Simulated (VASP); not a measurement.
# Rh (P6_3/mmc) in VASP: notebook

Runs on Rh. Level: PBE. Tasks: single point.

Everything below comes from runs of VASP 6.6.1. Logs are shortened: lines on timing, memory, paths and dates and some standing lists are left out, and cuts for length are marked.

### 1 The cell of the first run

Symmetry: P6_3/mmc, No. 194, hexagonal system. Conventional cell: a = 2.591 Å, b = 2.591 Å, c = 4.704 Å, α = 90.00°, β = 90.00°, γ = 120.00°. Rh (site symmetry -6m2) has 12 Rh at 2.59 to 2.79 Å within 3.4 Å.

This isn't the form of Rh at room conditions, which is fcc.

### 2 Single point, PBE (13.68 Å³/atom)

Input file INCAR:

```
ALGO = Fast
EDIFF = 1E-7
ENCUT = 520
GGA = PE
ISIF = 2
ISMEAR = 0
LASPH = True
LCHARG = False
LREAL = False
LWAVE = False
NBANDS = 22
NELM = 100
PREC = Accurate
SIGMA = 0.15
```

Input file KPOINTS:

```
k-points
0
Gamma
  21 21 12
```

Input file POSCAR:

```
Rh
1.0
    2.5911192509      0.0000000000      0.0000000000
   -1.2955596255      2.2439750955      0.0000000000
    0.0000000000      0.0000000000      4.7041770000
Rh
2
Direct
    0.6666666667      0.3333333333      0.7500000000
    0.3333333333      0.6666666667      0.2500000000
```

Potentials or basis: VASP PAW PBE potentials, release 64 (Rh_pv).

Run with:

```console
$ cat potpaw_PBE.64/Rh_pv/POTCAR > POTCAR
$ mpirun -np 1 vasp_std > vasp.out
```

OUTCAR:

```text
EDIFF = 1E-7
   ENCUT = 520
   GGA = PE
   ISIF = 2
   ISMEAR = 0
   LASPH = True
   LREAL = False
   NELM = 100
   PREC = Accurate

 ion  position               nearest neighbor table
   1  0.667  0.333  0.750-   2 2.79   2 2.79   2 2.79   2 2.79   2 2.79   2 2.79
   2  0.333  0.667  0.250-   1 2.79   1 2.79   1 2.79   1 2.79   1 2.79   1 2.79

  LATTYP: Found a hexagonal cell.
 ALAT       =     2.5911192509
 C/A-ratio  =     1.8155000000

  Lattice vectors:

 A1 = (   2.5911192509,   0.0000000000,   0.0000000000)
 A2 = (  -1.2955596255,   2.2439750955,   0.0000000000)
 A3 = (   0.0000000000,   0.0000000000,   4.7041770000)

Analysis of symmetry for initial positions (statically):
=====================================================================
 Subroutine PRICEL returns:
 Original cell was already a primitive cell.

 Routine SETGRP: Setting up the symmetry group for a
 hexagonal supercell.

 Subroutine GETGRP returns: Found 24 space group operations
 (whereof 12 operations were pure point group operations)
 out of a pool of 24 trial point group operations.

The static configuration has the point symmetry D_3d.
 The point group associated with its full space group is D_6h.

Analysis of symmetry for dynamics (positions and initial velocities):
=====================================================================
 Subroutine PRICEL returns:
 Original cell was already a primitive cell.

 Routine SETGRP: Setting up the symmetry group for a
 hexagonal supercell.

 Subroutine GETGRP returns: Found 24 space group operations
 (whereof 12 operations were pure point group operations)
 out of a pool of 24 trial point group operations.

The dynamic configuration has the point symmetry D_3d.
 The point group associated with its full space group is D_6h.

 Subroutine INISYM returns: Found 24 space group operations
 (whereof 12 operations are pure point group operations),
 and found     1 'primitive' translations

----------------------------------------------------------------------------------------

                                     Primitive cell

  volume of cell :      27.3520

  direct lattice vectors                    reciprocal lattice vectors
     2.591119251  0.000000000  0.000000000     0.385933608  0.222818872  0.000000000
[... 75 lines left out ...]
   NGXF,Y,Z  is equivalent  to a cutoff of  25.66, 25.66, 25.44 a.u.
 SYSTEM =  unknown system
   PREC   = accura    normal or accurate (medium, high low for compatibility)
   ISTART =      0    job   : 0-new  1-cont  2-samecut
   ICHARG =      2    charge: 1-file 2-atom 10-const
   ISPIN  =      1    spin polarized calculation?
   LNONCOLLINEAR =      F non collinear calculations
   LSORBIT =      F    spin-orbit coupling
   LASPH  =      T    aspherical Exc in radial PAW
   ENCUT  =  520.0 eV  38.22 Ry    6.18 a.u.   4.82  4.82  8.75*2*pi/ulx,y,z
   NELM   =    100;   NELMIN=  2; NELMDL= -5     # of ELM steps
   EDIFF  = 0.1E-06   stopping-criterion for ELM
   LREAL  =      F    real-space projection
   EDIFFG = 0.1E-05   stopping-criterion for IOM
   NSW    =      0    number of steps for IOM
   IBRION =     -1    ionic relax: 0-MD 1-quasi-New 2-CG
   NFREE  =      0    steps in history (QN), initial steepest desc. (CG)
   ISIF   =      2    stress and relaxation
   ISYM   =      2    0-nonsym 1-usesym 2-fastsym
   POTIM  = 0.5000    time-step for ionic-motion
   TEBEG  =    0.0;   TEEND  =   0.0 temperature during run
   PSTRESS=    0.0 pullay stress
   NELECT =      30.0000    total number of electrons
   NUPDOWN=      -1.0000    fix difference up-down
   EMIN   =  10.00;   EMAX   =-10.00  energy-range for DOS
   EFERMI =   0.00;   METHOD = LEGACY
   ISMEAR =     0;   SIGMA  =   0.15  broadening in eV -4-tet -1-fermi 0-gaus
   EFERMI_NEDOS =   21; number of points for ismear=-14 and -15
   IALGO  =     68    algorithm
   IMIX   =      4    mixing-type and parameters
     AMIX     =   0.40;   BMIX     =  1.00
     AMIX_MAG =   1.60;   BMIX_MAG =  1.00
  volume/ion in A,a.u.               =      13.68        92.29
  Fermi-wavevector in a.u.,A,eV,Ry     =   1.688310  3.190443 38.781924  2.850391
  Thomas-Fermi vector in A             =   2.770639
   LORBIT       =      0    0 simple, 1 ext, 2 COOP (PROOUT), +10 PAW based schemes
   GGA     = PE    functional components
   LHFCALC =     F    Hartree Fock is set to
   AEXX    =    0.0000 exact exchange contribution
   IVDW    =     0    specifies the selected vdW correction
   LEPSILON=     F    determine dielectric tensor
   LRPA    =     F    only Hartree local field effects (RPA)
 non-spin polarized calculation
 RMM-DIIS sequential band-by-band and
 Gauss-broadening in eV      SIGMA  =   0.15
  energy-cutoff  :      520.00
  volume of cell :       27.35
 maximum number of plane-waves:       756
 NGX is ok and might be reduce to    20
   NGX =  9   NGY =  9   NGZ = 17

 number of electron      30.0000004 magnetization

 Free energy of the ion-electron system (eV)
  ---------------------------------------------------
  ext. energy  EPLUGINS =         0.00000000
  ---------------------------------------------------
  free energy    TOTEN  =       -14.20386395 eV

  energy without entropy =      -14.16933610  energy(sigma->0) =      -14.18660002

 E-fermi :  11.9989     XC(G=0): -14.0504

 val. band max:       11.9970306330   @ k =   0.3333   0.3333   0.2500
 cond. band min:      12.0037882721   @ k =   0.1429   0.0000   0.5000
 fundamental gap:      0.0067576391
 Fermi energy:        11.9989069560

 k-point     1 :       0.0000    0.0000    0.0000
  band No.  band energies     occupation
      1     -34.9269      2.00000
      2     -34.3888      2.00000
      3     -34.3888      2.00000
      4     -34.3745      2.00000
      5     -34.3348      2.00000
      6     -34.3348      2.00000
[... 589 lines left out ...]
     21      29.1117      0.00000
     22      29.7611      0.00000

 [... further k-points ...]
[... 5 lines left out ...]
  --------------------------------------------------------------------------------------
  -------------------------------------------------------------------------------------
  Total        4.2195840      4.2195840     -2.0176828     -0.0000000      0.0000000      0.0000000
  in kB      247.1673644    247.1673644   -118.1882740     -0.0000000      0.0000000      0.0000000
  external PRESSURE =     125.3821516 kB  Pullay stress =       0.0000000 kB

 VOLUME and BASIS-vectors are now :
 -----------------------------------------------------------------------------
  energy-cutoff  :      520.00
  volume of cell :       27.35
      direct lattice vectors                 reciprocal lattice vectors
     2.591119251  0.000000000  0.000000000     0.385933608  0.222818872  0.000000000
    -1.295559625  2.243975096  0.000000000     0.000000000  0.445637744  0.000000000
     0.000000000  0.000000000  4.704177000     0.000000000  0.000000000  0.212577035

 POSITION                                       TOTAL-FORCE (eV/Angst)
 -----------------------------------------------------------------------------------
      1.29556      0.74799      3.52813         0.000000      0.000000      0.000000
     -0.00000      1.49598      1.17604        -0.000000      0.000000      0.000000
 -----------------------------------------------------------------------------------
    total drift:                               -0.000000      0.000000     -0.000000

  FREE ENERGIE OF THE ION-ELECTRON SYSTEM (eV)
  ---------------------------------------------------
  free  energy   TOTEN  =       -14.2038639511 eV

  energy  without entropy=      -14.1693360954  energy(sigma->0) =      -14.18660002
```

OSZICAR:

```text
N       E                     dE             d eps       ncg     rms          rms(c)
DAV:   1     0.328000640084E+03    0.32800E+03   -0.19065E+04 14840   0.159E+03
DAV:   2    -0.789248975442E+01   -0.33589E+03   -0.32410E+03 15338   0.475E+02
DAV:   3    -0.150793671665E+02   -0.71869E+01   -0.71473E+01 17460   0.783E+01
DAV:   4    -0.151270176576E+02   -0.47650E-01   -0.47646E-01 16490   0.643E+00
DAV:   5    -0.151277661496E+02   -0.74849E-03   -0.74849E-03 17514   0.835E-01    0.150E+01
RMM:   6    -0.142413556679E+02    0.88641E+00   -0.19477E+00 15231   0.119E+01    0.564E+00
RMM:   7    -0.142097510229E+02    0.31605E-01   -0.11041E-01 15629   0.270E+00    0.229E+00
RMM:   8    -0.142048032335E+02    0.49478E-02   -0.22686E-02 16152   0.144E+00    0.443E-01
RMM:   9    -0.142038442027E+02    0.95903E-03   -0.24363E-03 17235   0.464E-01    0.259E-02
RMM:  10    -0.142038649448E+02   -0.20742E-04   -0.27768E-04 17367   0.168E-01    0.197E-02
RMM:  11    -0.142038658064E+02   -0.86165E-06   -0.32198E-05 18488   0.545E-02    0.927E-03
RMM:  12    -0.142038630331E+02    0.27733E-05   -0.89182E-06 18205   0.258E-02    0.252E-03
RMM:  13    -0.142038638979E+02   -0.86479E-06   -0.28853E-06 19206   0.136E-02    0.182E-03
RMM:  14    -0.142038639511E+02   -0.53185E-07   -0.38846E-07 13106   0.571E-03
   1 F= -.14203864E+02 E0= -.14186600E+02  d E =-.345279E-01
```

stdout:

```text
POSCAR found type information on POSCAR Rh
 POSCAR found :  1 types and       2 ions
 scaLAPACK will be used
 LDA part: xc-table for (Slater+PW92), standard interpolation
 POSCAR, INCAR and KPOINTS ok, starting setup
 FFT: planning ... GRIDC
 FFT: planning ... GRID_SOFT
 FFT: planning ... GRID
 WAVECAR not read
 entering main loop
```

It took 71 s on 1 thread of Intel Xeon 6975P-C (Granite Rapids), shared host; peak memory 0.26 GiB.

Results:

* Free energy: -14.2039 eV
* Pressure: 12.5 GPa
* Band gap on the k mesh: zero (bands 15 and 16 overlap by 2.73 eV)

Stress tensor (GPa, compression positive):
```
 24.72   0.00   0.00
  0.00  24.72   0.00
  0.00   0.00 -11.82
```

Caveat: the cell stands under pressure.

### 3 Single point, PBE (13.68 Å³/atom)

Input file INCAR:

```
SYSTEM = Rh
ALGO = Fast
EDIFF = 1E-6
ENCUT = 520
GGA = PE
ISIF = 2
ISMEAR = 0
LASPH = .True.
LCHARG = .True.
LELF = .True.
LREAL = .False.
LVHAR = .True.
LWAVE = .False.
NBANDS = 22
NELM = 100
PREC = Accurate
SIGMA = 0.15
```

Input file KPOINTS:

```
k-points
0
Gamma
  21 21 12
  0 0 0
```

Input file POSCAR:

```
Rh
1.0
    2.7521518091      0.0000000000      0.0000000000
   -1.3760759046      2.3834333817      0.0000000000
    0.0000000000      0.0000000000      4.1697852059
Rh
2
Direct
    0.6666666667      0.3333333333      0.7500000000
    0.3333333333      0.6666666667      0.2500000000
```

Potentials or basis: VASP PAW PBE potentials, release 64 (Rh_pv).

Run with:

```console
$ cat potpaw_PBE.64/Rh_pv/POTCAR > POTCAR
$ mpirun -np 1 vasp_std > vasp.out
```

Run time: 61 s. Hardware: 1 thread of Intel Xeon 6975P-C (Granite Rapids), shared host; peak memory 0.26 GiB.

The run converged. Its results:

```
Free energy            : -14.3738 eV
Pressure               : 10.1 GPa
Band gap on the k mesh : zero (bands 15 and 16 overlap by 2.20 eV)
```

Stress tensor (GPa, compression positive):
```
 4.39  0.00  0.00
 0.00  4.39  0.00
 0.00  0.00 21.67
```

Levels at points of the mesh, in eV from the Fermi level:
```
           k point  band 13  band 14  band 15  band 16  band 17  band 18
(0.00, 0.00, 0.00)    -2.46    -2.41    -2.41     0.10     0.10     1.41
(0.00, 0.00, 0.50)    -2.98    -2.98    -0.42    -0.42    -0.42    -0.42
```

Caveat: the cell stands under pressure.

### 4 Single point, PBE (13.68 Å³/atom)

Input file INCAR:

```
PREC     = Accurate       # precision mode
ENCUT    = 520            # plane-wave cutoff, eV
EDIFF    = 1E-6           # SCF threshold, eV
ISMEAR   = 0              # smearing method
SIGMA    = 0.15           # smearing width, eV
LREAL    = False          # projectors in reciprocal space
LASPH    = True           # aspherical terms in the spheres
NELM     = 80             # most SCF steps
ALGO     = Fast           # electronic algorithm
ISIF     = 2              # what is computed and relaxed
LWAVE    = False          # write WAVECAR
LCHARG   = True           # write CHGCAR
GGA      = PE             # functional
LELF     = True           # ELF
LVHAR    = True         
NBANDS   = 22             # bands
```

Input file KPOINTS:

```
Automatic mesh
0
Gamma
  21 21 12
```

Input file POSCAR:

```
Rh
1.0
    2.6973710492      0.0000000000      0.0000000000
   -1.3486855246      2.3359918521      0.0000000000
    0.0000000000      0.0000000000      4.3408729228
Rh
2
Direct
    0.6666666667      0.3333333333      0.7500000000
    0.3333333333      0.6666666667      0.2500000000
```

Run with:

```console
$ cat potpaw_PBE.64/Rh_pv/POTCAR > POTCAR
$ mpirun -np 1 vasp_std > vasp.out
```

It took 59 s on 1 thread of Intel Xeon 6975P-C (Granite Rapids), shared host; peak memory 0.26 GiB.

It converged, with:

```
Free energy            : -14.4382 eV
Pressure               : 8.5 GPa
Band gap on the k mesh : zero (bands 15 and 16 overlap by 2.41 eV)
```

Stress tensor (GPa, compression positive):
```
8.21 0.00 0.00
0.00 8.21 0.00
0.00 0.00 9.12
```

Levels at points of the mesh, in eV from the Fermi level:
```tsv
k point	band 12	band 13	band 14	band 15	band 16	band 17	band 18	band 19
(0.00, 0.00, 0.00)	-2.53	-2.53	-1.97	-1.97	0.13	0.13	0.76	8.75
(0.00, 0.00, 0.50)	-3.19	-3.19	-3.19	-0.45	-0.45	-0.45	-0.45	14.90
```

Caveat: the cell stands under pressure.

### 5 The runs side by side

| cell | further INCAR settings | gap on the mesh (eV) | pressure (GPa) |
| --- | --- | --- | --- |
| a = 2.591, b = 2.591, c = 4.704 Å, angles 90.0, 90.0, 120.0°, 2 atoms | ALGO = Fast; EDIFF = 1e-07; NBANDS = 22 | none | 12.5 |
| a = 2.752, b = 2.752, c = 4.170 Å, angles 90.0, 90.0, 120.0°, 2 atoms | ALGO = Fast; EDIFF = 1e-06; NBANDS = 22 | none | 10.1 |
| a = 2.697, b = 2.697, c = 4.341 Å, angles 90.0, 90.0, 120.0°, 2 atoms | ALGO = Fast; EDIFF = 1e-06; NBANDS = 22 | none | 8.5 |

Alike in all rows: task single point; level PBE; potentials or basis VASP PAW PBE potentials, release 64 (Rh_pv); no spin polarisation; k mesh 21 × 21 × 12; cutoff (eV) 520; smearing gaussian 0.15 eV.

Caveats: the cell stands under pressure.

Total energies depend on the potentials used, so only differences within one code and one set of settings carry meaning.
